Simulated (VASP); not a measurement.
# Pd (I4/mmm) in VASP: further runs

Runs on Pd. Level: PBE. Tasks: single point.

Everything below comes from runs of VASP 6.6.1. Logs are shortened: lines on timing, memory, paths and dates and some standing lists are left out, and cuts for length are marked.

**1. The cell of the first run**

Symmetry: I4/mmm, No. 139, tetragonal system. The conventional cell has a = 2.682 Å, b = 2.682 Å, c = 3.890 Å, α = 90.00°, β = 90.00°, γ = 90.00°. Pd (site symmetry 4/mmm) has 12 Pd at 2.68 to 2.72 Å within 3.5 Å.

**2. Single point, PBE (strain -0.025 along x and y, +0.000 along z)**

File INCAR:

```
ALGO = Normal
EDIFF = 1E-7
ENCUT = 520
GGA = PE
ISIF = 2
ISMEAR = 0
LASPH = T
LCHARG = T
LELF = T
LREAL = F
LVHAR = T
LWAVE = F
NBANDS = 11
NELM = 100
PREC = Accurate
SIGMA = 0.15
```

File KPOINTS:

```
k-points
0
Gamma
  20 20 20
```

File POSCAR:

```
Pd
1.0
    0.0000000000      1.8962775000      1.9449000000
    1.8962775000      0.0000000000      1.9449000000
    1.8962775000      1.8962775000      0.0000000000
Pd
1
Direct
    0.0000000000      0.0000000000      0.0000000000
```

Potentials or basis: VASP PAW PBE potentials, release 64 (Pd).

Launch:

```sh
$ cat potpaw_PBE.64/Pd/POTCAR > POTCAR
$ mpirun -np 1 vasp_std > vasp.out
```

OUTCAR:

```text
EDIFF = 1E-7
   ENCUT = 520
   GGA = PE
   ISIF = 2
   ISMEAR = 0
   LASPH = T
   LREAL = F
   NELM = 100
   PREC = Accurate

 ion  position               nearest neighbor table
   1  0.000  0.000  0.000-

  LATTYP: Found a body centered tetragonal cell.
 ALAT       =     2.6817413585
 C/A-ratio  =     1.4504754486

  Lattice vectors:

 A1 = (  -1.8962775000,   0.0000000000,   1.9449000000)
 A2 = (   1.8962775000,   0.0000000000,   1.9449000000)
 A3 = (   0.0000000000,   1.8962775000,  -1.9449000000)

Analysis of symmetry for initial positions (statically):
=====================================================================
 Subroutine PRICEL returns:
 Original cell was already a primitive cell.

 Routine SETGRP: Setting up the symmetry group for a
 body centered tetragonal supercell.

 Subroutine GETGRP returns: Found 16 space group operations
 (whereof 16 operations were pure point group operations)
 out of a pool of 16 trial point group operations.

The static configuration has the point symmetry D_4h.

Analysis of symmetry for dynamics (positions and initial velocities):
=====================================================================
 Subroutine PRICEL returns:
 Original cell was already a primitive cell.

 Routine SETGRP: Setting up the symmetry group for a
 body centered tetragonal supercell.

 Subroutine GETGRP returns: Found 16 space group operations
 (whereof 16 operations were pure point group operations)
 out of a pool of 16 trial point group operations.

The dynamic configuration has the point symmetry D_4h.

 Subroutine INISYM returns: Found 16 space group operations
 (whereof 16 operations are pure point group operations),
 and found     1 'primitive' translations

----------------------------------------------------------------------------------------

                                     Primitive cell

  volume of cell :      13.9872

  direct lattice vectors                    reciprocal lattice vectors
     0.000000000  1.896277500  1.944900000    -0.263674489  0.263674489  0.257082626
     1.896277500  0.000000000  1.944900000     0.263674489 -0.263674489  0.257082626
     1.896277500  1.896277500  0.000000000     0.263674489  0.263674489 -0.257082626

  length of vectors
     2.716340252  2.716340252  2.681741359     0.452923778  0.452923778  0.452923778

  position of ions in fractional coordinates (direct lattice)
     0.000000000  0.000000000  0.000000000

  ion indices of the primitive-cell ions
   primitive index   ion index
[... 74 lines left out ...]
   LREAL  =      F    real-space projection
   EDIFFG = 0.1E-05   stopping-criterion for IOM
   NSW    =      0    number of steps for IOM
   IBRION =     -1    ionic relax: 0-MD 1-quasi-New 2-CG
   NFREE  =      0    steps in history (QN), initial steepest desc. (CG)
   ISIF   =      2    stress and relaxation
   ISYM   =      2    0-nonsym 1-usesym 2-fastsym
   POTIM  = 0.5000    time-step for ionic-motion
   TEBEG  =    0.0;   TEEND  =   0.0 temperature during run
   PSTRESS=    0.0 pullay stress
   NELECT =      10.0000    total number of electrons
   NUPDOWN=      -1.0000    fix difference up-down
   EMIN   =  10.00;   EMAX   =-10.00  energy-range for DOS
   EFERMI =   0.00;   METHOD = LEGACY
   ISMEAR =     0;   SIGMA  =   0.15  broadening in eV -4-tet -1-fermi 0-gaus
   EFERMI_NEDOS =   21; number of points for ismear=-14 and -15
   IALGO  =     38    algorithm
   IMIX   =      4    mixing-type and parameters
     AMIX     =   0.40;   BMIX     =  1.00
     AMIX_MAG =   1.60;   BMIX_MAG =  1.00
  volume/ion in A,a.u.               =      13.99        94.39
  Fermi-wavevector in a.u.,A,eV,Ry     =   1.463854  2.766283 29.155503  2.142869
  Thomas-Fermi vector in A             =   2.579900
   LORBIT       =      0    0 simple, 1 ext, 2 COOP (PROOUT), +10 PAW based schemes
   GGA     = PE    functional components
   LHFCALC =     F    Hartree Fock is set to
   AEXX    =    0.0000 exact exchange contribution
   IVDW    =     0    specifies the selected vdW correction
   LEPSILON=     F    determine dielectric tensor
   LRPA    =     F    only Hartree local field effects (RPA)
 non-spin polarized calculation
 Gauss-broadening in eV      SIGMA  =   0.15
  energy-cutoff  :      520.00
  volume of cell :       13.99
 maximum number of plane-waves:       389
   NGX =  9   NGY =  9   NGZ =  9

 number of electron      10.0000003 magnetization

 Free energy of the ion-electron system (eV)
  ---------------------------------------------------
  ext. energy  EPLUGINS =         0.00000000
  ---------------------------------------------------
  free energy    TOTEN  =        -5.15552719 eV

  energy without entropy =       -5.13030169  energy(sigma->0) =       -5.14291444

 E-fermi :  10.7009     XC(G=0): -13.5208

 val. band max:       10.7006326878   @ k =  -0.4500   0.0500   0.1000
 cond. band min:      10.7012911495   @ k =  -0.3000   0.4000   0.1500
 fundamental gap:      0.0006584617
 Fermi energy:        10.7008685855

 k-point     1 :       0.0000    0.0000    0.0000
  band No.  band energies     occupation
      1       3.1491      2.00000
      2       7.4423      2.00000
      3       7.7014      2.00000
      4       7.7014      2.00000
      5       9.2279      2.00000
      6       9.5017      2.00000
      7      27.9232      0.00000
      8      32.5561      0.00000
      9      33.2208      0.00000
     10      33.2208      0.00000
     11      36.7069      0.00000
[... 309 lines left out ...]
 k-point    24 :      -0.3500    0.0500    0.0000
  band No.  band energies     occupation
      1       5.1634      2.00000
      2       7.5635      2.00000
      3       7.8633      2.00000
      4       9.1354      2.00000
      5      10.0423      2.00000
      6      10.8376      0.19747
      7      21.4384      0.00000
      8      27.9429      0.00000
      9      32.3299      0.00000
     10      34.3928      0.00000
     11      36.7316      0.00000

 [... further k-points ...]
[... 5 lines left out ...]
  --------------------------------------------------------------------------------------
  -------------------------------------------------------------------------------------
  Total        1.7490934      1.7490934      1.5723248      0.0000000     -0.0000000      0.0000000
  in kB      200.3514672    200.3514672    180.1033505      0.0000000     -0.0000000      0.0000000
  external PRESSURE =     193.6020950 kB  Pullay stress =       0.0000000 kB

 VOLUME and BASIS-vectors are now :
 -----------------------------------------------------------------------------
  energy-cutoff  :      520.00
  volume of cell :       13.99
      direct lattice vectors                 reciprocal lattice vectors
     0.000000000  1.896277500  1.944900000    -0.263674489  0.263674489  0.257082626
     1.896277500  0.000000000  1.944900000     0.263674489 -0.263674489  0.257082626
     1.896277500  1.896277500  0.000000000     0.263674489  0.263674489 -0.257082626

 POSITION                                       TOTAL-FORCE (eV/Angst)
 -----------------------------------------------------------------------------------
      0.00000      0.00000      0.00000         0.000000      0.000000      0.000000
 -----------------------------------------------------------------------------------
    total drift:                                0.000000      0.000000      0.000000

  FREE ENERGIE OF THE ION-ELECTRON SYSTEM (eV)
  ---------------------------------------------------
  free  energy   TOTEN  =        -5.1555271855 eV

  energy  without entropy=       -5.1303016891  energy(sigma->0) =       -5.14291444
```

stdout:

```text
POSCAR found type information on POSCAR Pd
 POSCAR found :  1 types and       1 ions
 scaLAPACK will be used
 LDA part: xc-table for (Slater+PW92), standard interpolation
 POSCAR, INCAR and KPOINTS ok, starting setup
 FFT: planning ... GRIDC
 FFT: planning ... GRID_SOFT
 FFT: planning ... GRID
 WAVECAR not read
 entering main loop
```

Wall time 33 s (1 thread of Intel Xeon 6975P-C (Granite Rapids), shared host); peak memory 0.21 GiB.

Results:

- Free energy: -5.1555 eV
- Pressure: 19.4 GPa
- Band gap on the k mesh: zero (band 5 reaches 11.13 eV, above the bottom of band 6 at 9.29 eV)

Stress tensor (GPa, compression positive):
```
20.04  0.00  0.00
 0.00 20.04  0.00
 0.00  0.00 18.01
```

Caveat: the cell differs from its parent crystal (strain -0.025 along x and y, +0.000 along z).

**3. Single point, PBE (strain +0.000 along x and y, -0.025 along z)**

File INCAR:

```
PREC = Accurate ; ENCUT = 520
EDIFF = 1E-7 ; ISMEAR = 0
SIGMA = 0.15 ; LREAL = False
LASPH = True ; NELM = 60
ALGO = Normal ; ISIF = 2
LWAVE = False ; LCHARG = False
GGA = PE ; NBANDS = 11
```

File KPOINTS:

```
regular mesh
0
Gamma
  20 20 20
```

File POSCAR:

```
Pd
1.0
    0.0000000000      1.9449000000      1.8962775000
    1.9449000000      0.0000000000      1.8962775000
    1.9449000000      1.9449000000      0.0000000000
Pd
1
Direct
    0.0000000000      0.0000000000      0.0000000000
```

Potentials or basis: VASP PAW PBE potentials, release 64 (Pd).

Launch:

```sh
$ cat potpaw_PBE.64/Pd/POTCAR > POTCAR
$ mpirun -np 1 vasp_std > vasp.out
```

Wall time 32 s (1 thread of Intel Xeon 6975P-C (Granite Rapids), shared host); peak memory 0.21 GiB.

It converged, with:

- Free energy: -5.1920 eV
- Pressure: 13.0 GPa
- Band gap on the k mesh: zero (band 5 reaches 10.64 eV, above the bottom of band 6 at 8.92 eV)

Stress tensor (GPa, compression positive):
```
12.50  0.00  0.00
 0.00 12.50  0.00
 0.00  0.00 13.92
```

Levels at points of the mesh, in eV from the Fermi level:
```tsv
k point	band 3	band 4	band 5	band 6	band 7	band 8
(0.00, 0.00, 0.00)	-3.04	-2.80	-1.41	-1.16	17.22	21.93
(0.50, 0.00, 0.00)	-2.90	-0.08	0.04	0.96	7.56	16.56
(0.50, 0.50, 0.00)	-0.05	0.32	0.32	3.70	11.54	13.05
(0.50, 0.00, 0.50)	-0.05	0.22	0.39	3.19	10.84	13.45
```

Caveat: the cell differs from its parent crystal (strain +0.000 along x and y, -0.025 along z).

**4. Single point, PBE (strain +0.050 along x and y, +0.025 along z)**

File INCAR:

```
SYSTEM = Pd
ALGO = Normal
EDIFF = 1E-6
ENCUT = 520
GGA = PE
ISIF = 2
ISMEAR = 0
LASPH = .True.
LCHARG = .True.
LELF = .True.
LREAL = .False.
LVHAR = .True.
LWAVE = .False.
NBANDS = 11
NELM = 60
PREC = Accurate
SIGMA = 0.15
```

File KPOINTS:

```
k-points
0
Gamma
  20 20 20
  0 0 0
```

File POSCAR:

```
Pd
1.0
    0.0000000000      2.0421450000      1.9935225000
    2.0421450000      0.0000000000      1.9935225000
    2.0421450000      2.0421450000      0.0000000000
Pd
1
Direct
    0.0000000000      0.0000000000      0.0000000000
```

Launch:

```sh
$ cat potpaw_PBE.64/Pd/POTCAR > POTCAR
$ mpirun -np 1 vasp_std > vasp.out
```

Wall time 2.5 min (1 thread of AMD EPYC 7R43 (Zen 3), shared host); peak memory 0.2 GiB.

It converged, with:

| Property | Result |
| --- | --- |
| Free energy | -5.1798 eV |
| Pressure | -11.0 GPa |
| Band gap on the k mesh | zero (band 5 reaches 8.17 eV, above the bottom of band 6 at 6.84 eV) |

Stress tensor (GPa, compression positive):
```
-11.23   0.00   0.00
  0.00 -11.23   0.00
  0.00   0.00 -10.53
```

Levels at points of the mesh, in eV from the Fermi level:
```tsv
k point	band 2	band 3	band 4	band 5	band 6	band 7	band 8	band 9
(0.00, 0.00, 0.00)	-2.40	-2.40	-2.21	-1.11	-0.93	17.08	21.02	21.02
(0.50, 0.00, 0.00)	-2.46	-2.28	-0.08	0.01	1.28	6.43	16.37	19.65
(0.50, 0.50, 0.00)	-4.21	-0.06	0.23	0.23	3.66	10.00	12.27	12.27
(0.50, 0.00, 0.50)	-4.22	-0.06	0.16	0.28	3.23	9.40	12.66	12.75
```

Caveat: the cell differs from its parent crystal (strain +0.050 along x and y, +0.025 along z).

[end of part 1 of 2]
